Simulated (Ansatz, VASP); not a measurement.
**One calculation of Al, two programs**

File INCAR:

```
SYSTEM = Al
ALGO = Normal
EDIFF = 1E-6
ENCUT = 520
GGA = CA
ISIF = 2
ISMEAR = -1
LASPH = .TRUE.
LCHARG = .FALSE.
LREAL = .FALSE.
LWAVE = .FALSE.
NBANDS = 8
NELM = 100
PREC = Accurate
SIGMA = 0.1
```

KPOINTS

```
k-points
0
G
  16 16 16
  0 0 0
```

POSCAR

```
Al
1.0
   -1.5736402313      1.5736402313      1.5736402313
    1.5736402313     -1.5736402313      1.5736402313
    1.5736402313      1.5736402313     -1.5736402313
Al
1
Direct
    0.0000000000      0.0000000000      0.0000000000
```

Input for Ansatz:

```yaml
crystal:
  lattice:
    - [-1.5736402313, 1.5736402313, 1.5736402313]
    - [1.5736402313, -1.5736402313, 1.5736402313]
    - [1.5736402313, 1.5736402313, -1.5736402313]
  atoms:
    - { symbol: Al, position: [0.0, 0.0, 0.0] }
hamiltonian:
  xc: lda
  pseudopotentials:
    kind: paw
    azcp:
      Al: "pseudopotentials/Al.paw.azcp"
basis:
  ecutwfc: 420
  fft_grid_basis: typed
kpoints:
  mp_grid: { grid: [16, 16, 16], shift: [0, 0, 0] }
magnetization:
  spin_polarized: false
scf:
  occupations: { method: fermi_dirac, width: 0.1 }
  lower_state_search: "off"
output:
  stress: true
```

Alike in both runs: task single point; functional LDA; k mesh 16 × 16 × 16; occupations fermi-dirac, width 0.1 eV; no spin polarisation.

|  | VASP | Ansatz |
| --- | --- | --- |
| version | VASP 6.6.1 | Ansatz 0.2.0 |
| potentials or method | VASP PAW LDA potentials, release 64 (Al), cutoff 520 eV | plane waves (420 eV) with PAW, scalar-relativistic |
| valence electrons in the cell | 3 | 3 |

Ansatz gave:

| Quantity | Value |
| --- | --- |
| pressure (GPa) | 3.1 |

Which values does VASP return?

Pressure (GPa): 3.2.

Ansatz warns that its potentials were made for another functional, while VASP's fit it. LDA's correlation is that of Perdew and Zunger in VASP and of Perdew and Wang (1992) in Ansatz.
